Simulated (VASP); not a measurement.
Here is a VASP 6.6.1 calculation.

INCAR

```
SYSTEM = MgSn6N
PREC = Accurate ; ENCUT = 520
EDIFF = 1E-6 ; ISMEAR = 0
SIGMA = 0.2 ; LREAL = .False.
LASPH = .True. ; NELM = 80
ALGO = Normal ; ISIF = 2
LWAVE = .False. ; LCHARG = .False.
GGA = PE ; NBANDS = 56
```

KPOINTS

```
Automatic mesh
0
Gamma
  5 5 1
  0 0 0
```

File POSCAR:

```
MgSn6N
1.0
    3.0918181808      0.0000000000      0.0000000000
    0.0000000000      3.0918181808      0.0000000000
    0.0000000000      0.0000000000     20.2453291586
Mg Sn N
1 6 1
Direct
    0.0000000000      0.0000000000      0.0000000000
    0.5000000000      0.5000000000      0.5768861521
    0.5000000000      0.5000000000      0.4231138479
    0.5000000000      0.5000000000      0.1176732156
    0.5000000000      0.5000000000      0.8823267844
    0.0000000000      0.0000000000      0.7243519905
    0.0000000000      0.0000000000      0.2756480095
    0.5000000000      0.5000000000      0.0000000000
```

Potentials or basis: VASP PAW PBE potentials, release 64 (Mg, Sn_d, N).

The run is started by

```sh
$ cat potpaw_PBE.64/Mg/POTCAR potpaw_PBE.64/Sn_d/POTCAR potpaw_PBE.64/N/POTCAR > POTCAR
$ mpirun -np 1 vasp_std > vasp.out
```

(1) Estimate the largest force.

(2) Estimate the pressure.

Results:

(1) 0.033 eV/Å.

(2) -0.1 GPa.

Caveat: the k points lie up to 0.41 Å⁻¹ apart, too coarse for converged energies and pressures of a metal.
